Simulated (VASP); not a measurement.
# CsGeF3 (P4/mmm) in VASP: settings compared

CsGeF3 is run at these levels: PBE, r2SCAN; tasks: single point.

All numbers are computed with VASP 6.6.1; they aren't measurements. Logs are shortened: lines on timing, memory, paths and dates and some standing lists are left out, and cuts for length are marked.

## (1) The cell of the first run

It takes space group P4/mmm (No. 123, tetragonal). Conventional cell: a = 4.452 Å, b = 4.452 Å, c = 4.535 Å, α = 90.00°, β = 90.00°, γ = 90.00°. Cs (site symmetry 4/mmm) has 12 F at 3.15 to 3.18 Å and 8 Ge at 3.88 Å within 4.1 Å. Within 2.9 Å of Ge (site symmetry 4/mmm) lie 6 F at 2.23 to 2.27 Å. Within 3.0 Å of F (site symmetry 4/mmm) lie 2 Ge at 2.27 Å. Within 2.9 Å of F (site symmetry mmm) lie 2 Ge at 2.23 Å.

## (2) Single point, PBE (epitaxial xy strain -1.0%)

Contents of INCAR:

```
SYSTEM = CsGeF3
PREC = Accurate
ENCUT = 520
EDIFF = 1E-7
ISMEAR = -1
SIGMA = 0.02
LREAL = .FALSE.
LASPH = .TRUE.
NELM = 60
ALGO = Normal
ISIF = 2
LWAVE = .FALSE.
LCHARG = .FALSE.
GGA = PE
NBANDS = 30
```

Contents of KPOINTS:

```
regular mesh
0
G
  6 6 6
  0 0 0
```

Contents of POSCAR:

```
CsGeF3
1.0
    4.4515546491      0.0000000000      0.0000000000
    0.0000000000      4.4515546491      0.0000000000
    0.0000000000      0.0000000000      4.5348162720
Cs Ge F
1 1 3
Direct
    0.0000000000      0.0000000000      0.0000000000
    0.5000000000      0.5000000000      0.5000000000
    0.5000000000      0.5000000000      0.0000000000
    0.5000000000      0.0000000000      0.5000000000
    0.0000000000      0.5000000000      0.5000000000
```

Potentials or basis: VASP PAW PBE potentials, release 64 (Cs_sv, Ge_d, F).

Command:

```sh
cat potpaw_PBE.64/Cs_sv/POTCAR potpaw_PBE.64/Ge_d/POTCAR potpaw_PBE.64/F/POTCAR > POTCAR
mpirun -np 1 vasp_std > vasp.out
```

OUTCAR:

```text
SYSTEM = CsGeF3
   PREC = Accurate
   ENCUT = 520
   EDIFF = 1E-7
   ISMEAR = -1
   LREAL = .FALSE.
   LASPH = .TRUE.
   NELM = 60
   ISIF = 2
   GGA = PE

 ion  position               nearest neighbor table
   1  0.000  0.000  0.000-
   2  0.500  0.500  0.500-   4 2.23   5 2.23   4 2.23   5 2.23   3 2.27   3 2.27
   3  0.500  0.500  0.000-   2 2.27   2 2.27
   4  0.500  0.000  0.500-   2 2.23   2 2.23
   5  0.000  0.500  0.500-   2 2.23   2 2.23

  LATTYP: Found a simple tetragonal cell.
 ALAT       =     4.4515546491
 C/A-ratio  =     1.0187039427

  Lattice vectors:

 A1 = (   4.4515546491,   0.0000000000,   0.0000000000)
 A2 = (   0.0000000000,   4.4515546491,   0.0000000000)
 A3 = (   0.0000000000,   0.0000000000,   4.5348162720)

Analysis of symmetry for initial positions (statically):
=====================================================================
 Subroutine PRICEL returns:
 Original cell was already a primitive cell.

 Routine SETGRP: Setting up the symmetry group for a
 simple tetragonal supercell.

 Subroutine GETGRP returns: Found 16 space group operations
 (whereof 16 operations were pure point group operations)
 out of a pool of 16 trial point group operations.

The static configuration has the point symmetry D_4h.

Analysis of symmetry for dynamics (positions and initial velocities):
=====================================================================
 Subroutine PRICEL returns:
 Original cell was already a primitive cell.

 Routine SETGRP: Setting up the symmetry group for a
 simple tetragonal supercell.

 Subroutine GETGRP returns: Found 16 space group operations
 (whereof 16 operations were pure point group operations)
 out of a pool of 16 trial point group operations.

The dynamic configuration has the point symmetry D_4h.

 Subroutine INISYM returns: Found 16 space group operations
 (whereof 16 operations are pure point group operations),
 and found     1 'primitive' translations

----------------------------------------------------------------------------------------

                                     Primitive cell

  volume of cell :      89.8635
[... 90 lines left out ...]
   LNONCOLLINEAR =      F non collinear calculations
   LSORBIT =      F    spin-orbit coupling
   LASPH  =      T    aspherical Exc in radial PAW
   ENCUT  =  520.0 eV  38.22 Ry    6.18 a.u.   8.28  8.28  8.43*2*pi/ulx,y,z
   NELM   =     60;   NELMIN=  2; NELMDL= -5     # of ELM steps
   EDIFF  = 0.1E-06   stopping-criterion for ELM
   LREAL  =      F    real-space projection
   EDIFFG = 0.1E-05   stopping-criterion for IOM
   NSW    =      0    number of steps for IOM
   IBRION =     -1    ionic relax: 0-MD 1-quasi-New 2-CG
   NFREE  =      0    steps in history (QN), initial steepest desc. (CG)
   ISIF   =      2    stress and relaxation
   ISYM   =      2    0-nonsym 1-usesym 2-fastsym
   POTIM  = 0.5000    time-step for ionic-motion
   TEBEG  =    0.0;   TEEND  =   0.0 temperature during run
   PSTRESS=    0.0 pullay stress
   NELECT =      44.0000    total number of electrons
   NUPDOWN=      -1.0000    fix difference up-down
   EMIN   =  10.00;   EMAX   =-10.00  energy-range for DOS
   EFERMI =   0.00;   METHOD = LEGACY
   ISMEAR =    -1;   SIGMA  =   0.02  broadening in eV -4-tet -1-fermi 0-gaus
   EFERMI_NEDOS =   21; number of points for ismear=-14 and -15
   IALGO  =     38    algorithm
   IMIX   =      4    mixing-type and parameters
     AMIX     =   0.40;   BMIX     =  1.00
     AMIX_MAG =   1.60;   BMIX_MAG =  1.00
  volume/ion in A,a.u.               =      17.97       121.29
  Fermi-wavevector in a.u.,A,eV,Ry     =   1.290322  2.438355 22.652751  1.664930
  Thomas-Fermi vector in A             =   2.422160
   LORBIT       =      0    0 simple, 1 ext, 2 COOP (PROOUT), +10 PAW based schemes
   GGA     = PE    functional components
   LHFCALC =     F    Hartree Fock is set to
   AEXX    =    0.0000 exact exchange contribution
   IVDW    =     0    specifies the selected vdW correction
   LEPSILON=     F    determine dielectric tensor
   LRPA    =     F    only Hartree local field effects (RPA)
 non-spin polarized calculation
  energy-cutoff  :      520.00
  volume of cell :       89.86
 maximum number of plane-waves:      2441
 NGX is ok and might be reduce to    36
   NGX = 17   NGY = 17   NGZ = 17

 number of electron      44.0000001 magnetization

 Free energy of the ion-electron system (eV)
  ---------------------------------------------------
  ext. energy  EPLUGINS =         0.00000000
  ---------------------------------------------------
  free energy    TOTEN  =       -22.47270389 eV

  energy without entropy =      -22.47270389  energy(sigma->0) =      -22.47270389

 E-fermi :   3.2704     XC(G=0):  -9.4239

 val. band max:        2.7897341966   @ k =   0.5000   0.5000   0.5000
 cond. band min:       4.4864770094   @ k =   0.5000   0.5000   0.5000
 fundamental gap:      1.6967428129
 Fermi energy:         3.2703615648

 k-point     1 :       0.0000    0.0000    0.0000
  band No.  band energies     occupation
      1     -22.4681      2.00000
      2     -22.4436      2.00000
      3     -22.3234      2.00000
      4     -22.3234      2.00000
      5     -22.3216      2.00000
      6     -20.9890      2.00000
[... 781 lines left out ...]
     29      10.1593      0.00000
     30      10.4833      0.00000

 [... further k-points ...]

------------------------ aborting loop because EDIFF is reached ----------------------------------------

  FORCE on cell =-STRESS in cart. coord.  units (eV):
  Direction    XX          YY          ZZ          XY          YZ          ZX
  --------------------------------------------------------------------------------------
  -------------------------------------------------------------------------------------
  Total        1.9161410      1.9161410      1.2770436      0.0000000      0.0000000      0.0000000
  in kB       34.1629161     34.1629161     22.7684359      0.0000000      0.0000000      0.0000000
  external PRESSURE =      30.3647561 kB  Pullay stress =       0.0000000 kB

 VOLUME and BASIS-vectors are now :
 -----------------------------------------------------------------------------
  energy-cutoff  :      520.00
  volume of cell :       89.86
      direct lattice vectors                 reciprocal lattice vectors
     4.451554649  0.000000000  0.000000000     0.224640621  0.000000000  0.000000000
     0.000000000  4.451554649  0.000000000     0.000000000  0.224640621  0.000000000
     0.000000000  0.000000000  4.534816272     0.000000000  0.000000000  0.220516100

 POSITION                                       TOTAL-FORCE (eV/Angst)
 -----------------------------------------------------------------------------------
      0.00000      0.00000      0.00000         0.000000      0.000000      0.000000
      2.22578      2.22578      2.26741         0.000000      0.000000      0.000000
      2.22578      2.22578      0.00000         0.000000      0.000000      0.000000
      2.22578      0.00000      2.26741         0.000000      0.000000      0.000000
      0.00000      2.22578      2.26741         0.000000      0.000000      0.000000
 -----------------------------------------------------------------------------------
    total drift:                                0.000000      0.000000      0.000000

  FREE ENERGIE OF THE ION-ELECTRON SYSTEM (eV)
  ---------------------------------------------------
  free  energy   TOTEN  =       -22.4727038941 eV

  energy  without entropy=      -22.4727038941  energy(sigma->0) =      -22.47270389
```

OSZICAR:

```text
N       E                     dE             d eps       ncg     rms          rms(c)
DAV:   1     0.428798019129E+03    0.42880E+03   -0.22832E+04  3144   0.262E+03
DAV:   2     0.351951461661E+02   -0.39360E+03   -0.37170E+03  2872   0.754E+02
DAV:   3    -0.221976409028E+02   -0.57393E+02   -0.56891E+02  2724   0.158E+02
DAV:   4    -0.249371787342E+02   -0.27395E+01   -0.27371E+01  2850   0.398E+01
DAV:   5    -0.249897509425E+02   -0.52572E-01   -0.52566E-01  2794   0.566E+00    0.918E+00
DAV:   6    -0.224297720781E+02    0.25600E+01   -0.88792E+00  3088   0.316E+01    0.306E+00
DAV:   7    -0.224884884884E+02   -0.58716E-01   -0.12930E+00  2774   0.575E+00    0.199E+00
DAV:   8    -0.224746643199E+02    0.13824E-01   -0.14937E-01  2842   0.331E+00    0.517E-01
DAV:   9    -0.224717135644E+02    0.29508E-02   -0.29333E-02  3598   0.197E+00    0.120E-01
DAV:  10    -0.224725225613E+02   -0.80900E-03   -0.29299E-03  2934   0.405E-01    0.442E-02
DAV:  11    -0.224727039623E+02   -0.18140E-03   -0.23565E-04  3058   0.131E-01    0.167E-02
DAV:  12    -0.224727044646E+02   -0.50230E-06   -0.39181E-05  3092   0.471E-02    0.103E-02
DAV:  13    -0.224727042819E+02    0.18269E-06   -0.37065E-06  3108   0.222E-02    0.434E-03
DAV:  14    -0.224727039442E+02    0.33772E-06   -0.20832E-06  2926   0.125E-02    0.589E-04
DAV:  15    -0.224727038941E+02    0.50118E-07   -0.22977E-07  2372   0.448E-03
   1 F= -.22472704E+02 E0= -.22472704E+02  d E =-.169590E-12
```

Run time: 38 s. Hardware: 1 thread of Intel Xeon 6975P-C (Granite Rapids), shared host; peak memory 0.26 GiB.

What came out:

```yaml
Free_energy: -22.4727 eV
Pressure: 3.0 GPa
Band_gap_on_the_k_mesh: 1.70 eV
```

Stress tensor (GPa, compression positive):
```
3.42 0.00 0.00
0.00 3.42 0.00
0.00 0.00 2.28
```

Levels at points of the mesh, in eV from the valence-band top:
| k point | band 20 | band 21 | band 22 | band 23 | band 24 | band 25 |
| --- | --- | --- | --- | --- | --- | --- |
| (0.00, 0.00, 0.00) | -4.25 | -4.20 | -4.20 | 4.45 | 4.52 | 5.05 |
| (0.50, 0.00, 0.00) | -4.54 | -4.54 | -2.53 | 2.76 | 4.83 | 5.11 |
| (0.50, 0.50, 0.00) | -4.31 | -4.22 | -1.14 | 2.84 | 2.84 | 4.82 |
| (0.00, 0.00, 0.50) | -4.40 | -4.40 | -2.62 | 2.65 | 5.10 | 5.10 |
| (0.50, 0.00, 0.50) | -4.47 | -4.20 | -1.22 | 2.71 | 2.88 | 5.14 |
| (0.50, 0.50, 0.50) | -4.16 | -4.16 | 0.00 | 1.70 | 1.83 | 1.83 |

Caveat: the cell differs from its parent crystal (epitaxial xy strain -1.0%); the cell stands under pressure; spin-orbit coupling is left out, which moves the levels of the heavy elements. A k mesh can miss the band edges.

## (3) Single point, PBE (uniaxial z strain -0.5%)

Contents of INCAR:

```
PREC = Accurate ; ENCUT = 520
EDIFF = 1E-7 ; ISMEAR = -1
SIGMA = 0.02 ; LREAL = F
LASPH = T ; NELM = 100
ALGO = Normal ; ISIF = 2
LWAVE = F ; LCHARG = F
GGA = PE ; NBANDS = 30
```

Contents of KPOINTS:

```
Automatic mesh
0
Gamma
  6 6 6
```

POSCAR, as its differences from that of step 2:

```diff
@@ -2,5 +2,5 @@
 1.0
-    4.4515546491      0.0000000000      0.0000000000
-    0.0000000000      4.4515546491      0.0000000000
-    0.0000000000      0.0000000000      4.5348162720
+    4.4965198475      0.0000000000      0.0000000000
+    0.0000000000      4.4965198475      0.0000000000
+    0.0000000000      0.0000000000      4.4740372483
 Cs Ge F
```

Potentials or basis: VASP PAW PBE potentials, release 64 (Cs_sv, Ge_d, F).

Command:

```sh
cat potpaw_PBE.64/Cs_sv/POTCAR potpaw_PBE.64/Ge_d/POTCAR potpaw_PBE.64/F/POTCAR > POTCAR
mpirun -np 1 vasp_std > vasp.out
```

It took 38 s on 1 thread of Intel Xeon 6975P-C (Granite Rapids), shared host; peak memory 0.26 GiB.

It converged, with:

```
Free energy            : -22.4877 eV
Pressure               : 2.6 GPa
Band gap on the k mesh : 1.81 eV
```

Stress tensor (GPa, compression positive):
```
2.48 0.00 0.00
0.00 2.48 0.00
0.00 0.00 2.79
```

Levels at points of the mesh, in eV from the valence-band top:
```tsv
k point	band 20	band 21	band 22	band 23	band 24	band 25
(0.00, 0.00, 0.00)	-4.17	-4.17	-4.16	4.53	4.55	5.07
(0.50, 0.00, 0.00)	-4.41	-4.41	-2.55	2.73	5.00	5.08
(0.50, 0.50, 0.00)	-4.39	-4.13	-1.20	2.82	2.82	5.10
(0.00, 0.00, 0.50)	-4.45	-4.45	-2.52	2.76	5.00	5.00
(0.50, 0.00, 0.50)	-4.34	-4.14	-1.17	2.81	2.85	5.02
(0.50, 0.50, 0.50)	-4.13	-4.12	0.00	1.81	1.81	1.84
```

Caveat: the cell differs from its parent crystal (uniaxial z strain -0.5%); spin-orbit coupling is left out, which moves the levels of the heavy elements.

## (4) Single point, r2SCAN (uniaxial x strain -2.0%)

POSCAR, as its differences from that of step 3:

```diff
@@ -2,5 +2,5 @@
 1.0
-    4.4965198475      0.0000000000      0.0000000000
+    4.4065894506      0.0000000000      0.0000000000
     0.0000000000      4.4965198475      0.0000000000
-    0.0000000000      0.0000000000      4.4740372483
+    0.0000000000      0.0000000000      4.4965198475
 Cs Ge F
```

Contents of INCAR.step1:

```
  PREC = Accurate
  ENCUT = 520
  ISMEAR = 0
  SIGMA = 0.01
  LREAL = F
  LASPH = T
  NELM = 60
  NBANDS = 30
  GGA = PE
  ALGO = Normal
  EDIFF = 1E-4
  LWAVE = T
  LCHARG = F
```

Contents of INCAR.step2:

```
  PREC = Accurate
  ENCUT = 520
  EDIFF = 1E-6
  ISMEAR = 0
  SIGMA = 0.01
  LREAL = F
  LASPH = T
  NELM = 60
  ALGO = Normal
  ISIF = 2
  LWAVE = F
  LCHARG = F
  METAGGA = R2SCAN
  LMIXTAU = T
  NBANDS = 30
  ISTART = 1
```

KPOINTS is that of step 3.

Command:

```sh
cat potpaw_PBE.64/Cs_sv/POTCAR potpaw_PBE.64/Ge_d/POTCAR potpaw_PBE.64/F/POTCAR > POTCAR
cp INCAR.step1 INCAR
mpirun -np 1 vasp_std > vasp.out
cp INCAR.step2 INCAR
mpirun -np 1 vasp_std > vasp.out
```

It took 2.3 min on 1 thread of Intel Xeon 6975P-C (Granite Rapids), shared host; peak memory 0.28 GiB.

The run converged. Its results:

```
Free energy            : -60.3913 eV
Pressure               : 1.2 GPa
Band gap on the k mesh : 1.94 eV
```

Stress tensor (GPa, compression positive):
```
2.05 0.00 0.00
0.00 0.74 0.00
0.00 0.00 0.74
```

Levels at points of the mesh, in eV from the valence-band top:
| k point | band 20 | band 21 | band 22 | band 23 | band 24 | band 25 |
| --- | --- | --- | --- | --- | --- | --- |
| (0.00, 0.00, 0.00) | -4.69 | -4.69 | -4.65 | 4.61 | 4.70 | 5.52 |
| (0.50, 0.00, 0.00) | -5.05 | -5.05 | -2.64 | 3.05 | 5.20 | 5.20 |
| (0.00, 0.50, 0.00) | -4.91 | -4.90 | -2.75 | 2.92 | 5.20 | 5.48 |
| (0.50, 0.50, 0.00) | -4.81 | -4.69 | -1.23 | 2.96 | 3.17 | 5.21 |
| (0.00, 0.50, 0.50) | -5.00 | -4.66 | -1.33 | 3.01 | 3.01 | 5.59 |
| (0.50, 0.50, 0.50) | -4.66 | -4.65 | 0.00 | 1.94 | 1.94 | 2.10 |

Caveat: the cell differs from its parent crystal (uniaxial x strain -2.0%); the PAW data sets were made with another functional, which shifts forces and pressure a little; spin-orbit coupling is left out, which moves the levels of the heavy elements. A k mesh can miss the band edges.

## (5) Single point, r2SCAN (epitaxial xy strain -1.0%)

POSCAR, as its differences from that of step 4:

```diff
@@ -2,5 +2,5 @@
 1.0
-    4.4065894506      0.0000000000      0.0000000000
-    0.0000000000      4.4965198475      0.0000000000
-    0.0000000000      0.0000000000      4.4965198475
+    4.4515546491      0.0000000000      0.0000000000
+    0.0000000000      4.4515546491      0.0000000000
+    0.0000000000      0.0000000000      4.5348162720
 Cs Ge F
```

Contents of INCAR.step1:

```
PREC = Accurate
ENCUT = 520
ISMEAR = 0
SIGMA = 0.01
LREAL = F
LASPH = T
NELM = 80
NBANDS = 30
GGA = PE
ALGO = Normal
EDIFF = 1E-4
LWAVE = T
LCHARG = F
```

Contents of INCAR.step2:

```
PREC = Accurate
ENCUT = 520
EDIFF = 1E-6
ISMEAR = 0
SIGMA = 0.01
LREAL = F
LASPH = T
NELM = 80
ALGO = Normal
ISIF = 2
LWAVE = F
LCHARG = F
METAGGA = R2SCAN
LMIXTAU = T
NBANDS = 30
ISTART = 1
```

Contents of KPOINTS:

```
regular mesh
0
Gamma
  6 6 6
```

Command:

```sh
cat potpaw_PBE.64/Cs_sv/POTCAR potpaw_PBE.64/Ge_d/POTCAR potpaw_PBE.64/F/POTCAR > POTCAR
cp INCAR.step1 INCAR
mpirun -np 1 vasp_std > vasp.out
cp INCAR.step2 INCAR
mpirun -np 1 vasp_std > vasp.out
```

Wall time 2.3 min (1 thread of Intel Xeon 6975P-C (Granite Rapids), shared host); peak memory 0.28 GiB.

Results (log left out):

```yaml
Free_energy: -60.3976 eV
Pressure: 0.6 GPa
Band_gap_on_the_k_mesh: 1.94 eV
```

Stress tensor (GPa, compression positive):
```
 1.00  0.00  0.00
 0.00  1.00  0.00
 0.00  0.00 -0.11
```

Levels at points of the mesh, in eV from the valence-band top:
```tsv
k point	band 19	band 20	band 21	band 22	band 23	band 24	band 25	band 26
(0.00, 0.00, 0.00)	-4.95	-4.63	-4.57	-4.57	4.69	4.77	5.55	5.92
(0.50, 0.00, 0.00)	-4.93	-4.92	-4.91	-2.65	3.03	5.13	5.43	5.63
(0.50, 0.50, 0.00)	-4.68	-4.68	-4.61	-1.19	3.10	3.10	5.12	6.32
(0.00, 0.00, 0.50)	-5.01	-4.77	-4.77	-2.75	2.90	5.42	5.42	5.51
(0.50, 0.00, 0.50)	-4.85	-4.84	-4.58	-1.28	2.96	3.14	5.46	6.23
(0.50, 0.50, 0.50)	-4.60	-4.54	-4.54	0.00	1.94	2.09	2.09	8.06
```

Caveat: the cell differs from its parent crystal (epitaxial xy strain -1.0%); the PAW data sets were made with another functional, which shifts forces and pressure a little; spin-orbit coupling is left out, which moves the levels of the heavy elements.

## (6) Summary

```tsv
level	cell	smearing	gap on the mesh (eV)	pressure (GPa)
PBE	a = 4.452, b = 4.452, c = 4.535 Å, 5 atoms	fermi-dirac 0.02 eV	1.70	3.0
PBE	a = 4.497, b = 4.497, c = 4.474 Å, 5 atoms	fermi-dirac 0.02 eV	1.81	2.6
r2SCAN	a = 4.407, b = 4.497, c = 4.497 Å, 5 atoms	gaussian 0.01 eV	1.94	1.2
r2SCAN	a = 4.452, b = 4.452, c = 4.535 Å, 5 atoms	gaussian 0.01 eV	1.94	0.6
```

Alike in all rows: task single point; potentials or basis VASP PAW PBE potentials, release 64 (Cs_sv, Ge_d, F); no spin polarisation; k mesh 6 × 6 × 6; cutoff (eV) 520.

Caveats: spin-orbit coupling is left out, which moves the levels of the heavy elements; the PAW data sets were made with another functional, which shifts forces and pressure a little (at least some runs); the cell stands under pressure (at least some runs).

Total energies depend on the potentials used, so only differences within one code and one set of settings carry meaning.
